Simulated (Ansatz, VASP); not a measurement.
**Two plane-wave programs on GaSb**

```
CELL_PARAMETERS angstrom
0.00000 3.08554 2.92496
2.92496 0.00000 2.92496
2.92496 3.08554 0.00000
ATOMIC_POSITIONS crystal
Ga 0.00000 0.00000 0.00000
Sb 0.75000 0.75000 0.75000
```

Alike in both runs: task single point; functional PBE; k mesh 14 × 14 × 14; occupations gaussian, width 0.15 eV; no spin polarisation.

|  | VASP | Ansatz |
| --- | --- | --- |
| version | VASP 6.6.1 | Ansatz 0.2.0 |
| potentials or method | VASP PAW PBE potentials, release 64 (Ga_d, Sb), cutoff 520 eV | scalar-relativistic, plane waves, PAW |
| valence electrons in the cell | 18 | 28 |

VASP gave:

- gap on the k mesh at the Fermi level (eV): 0.41
- least direct gap on the mesh (eV): 0.49
- pressure (GPa): 7.8
- traceless stress, the component that is largest in VASP (GPa): -1.72

Problem. What did Ansatz give for the same quantities?

Solution. gap on the k mesh at the Fermi level (eV): 0.42; least direct gap on the mesh (eV): 0.49; pressure (GPa): 7.7; traceless stress, the component that is largest in VASP (GPa): -1.73.

VASP's potentials hold 18 valence electrons a cell and Ansatz's 28, so a difference there can come from the potentials and not from the codes.

Neither program's run includes spin-orbit coupling.
